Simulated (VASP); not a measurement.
Set up this calculation in VASP 6.6.1, as the native input.

- Task: single point
- Functional: PBE
- Potentials or basis: VASP PAW PBE potentials, release 64 (Cu, O)
- Cutoff: 520 eV
- k mesh: 3 × 2 × 2
- Occupations: fermi-dirac, width 0.05 eV
- Spin: no spin polarisation
- Dipole correction: no
- Further INCAR settings: ALGO = Normal; EDIFF = 1e-07; NBANDS = 44

The structure of CuO lies in POSCAR:

```
CuO
1.0
   -2.3418500000      1.7113000000      0.0000000000
    0.8500300000      0.0000000000     -5.0578700000
   -2.3418500000     -5.1339000000      0.0000000000
Cu O
4 4
Direct
    0.2479969100      0.0006014900      0.2432966400
    0.7479969100      0.0006014900      0.7432966400
    0.9979969100      0.5006014900      0.4932966400
    0.4979969100      0.5006014900      0.9932966400
    0.7071969100      0.7506014900      0.2840966400
    0.2071969100      0.7506014900      0.7840966400
    0.7887969100      0.2506014900      0.2024966400
    0.3048216600      0.2457895500      0.7561235500
```

One way to write it, as run:

INCAR

```
SYSTEM = CuO
PREC = Accurate
ENCUT = 520
EDIFF = 1E-7
ISMEAR = -1
SIGMA = 0.05
LREAL = .FALSE.
LASPH = .TRUE.
NELM = 80
ALGO = Normal
ISIF = 2
LWAVE = .FALSE.
LCHARG = .FALSE.
GGA = PE
NBANDS = 44
```

KPOINTS

```
Automatic mesh
0
G
  3 2 2
  0 0 0
```

Potentials or basis: VASP PAW PBE potentials, release 64 (Cu, O).

Command:

```bash
$ cat potpaw_PBE.64/Cu/POTCAR potpaw_PBE.64/O/POTCAR > POTCAR
$ mpirun -np 1 vasp_std > vasp.out
```

It gave:

```yaml
Pressure: 9.6 GPa
Largest_force: 2.716 eV/Å
Band_gap_on_the_k_mesh: zero (bands 34 and 35 overlap by 0.47 eV)
```

Caveat: the k points lie up to 0.75 Å⁻¹ apart; semilocal functionals often make such compounds metallic where correlation or magnetic order opens a gap, which also shifts bond lengths; forces of over 1 eV/Å act on the atoms, so gaps and moduli don't describe the material at rest.

Run time: 61 s on 1 thread of Intel Xeon 8259CL, with other jobs on the host, peak memory 0.2 GiB.
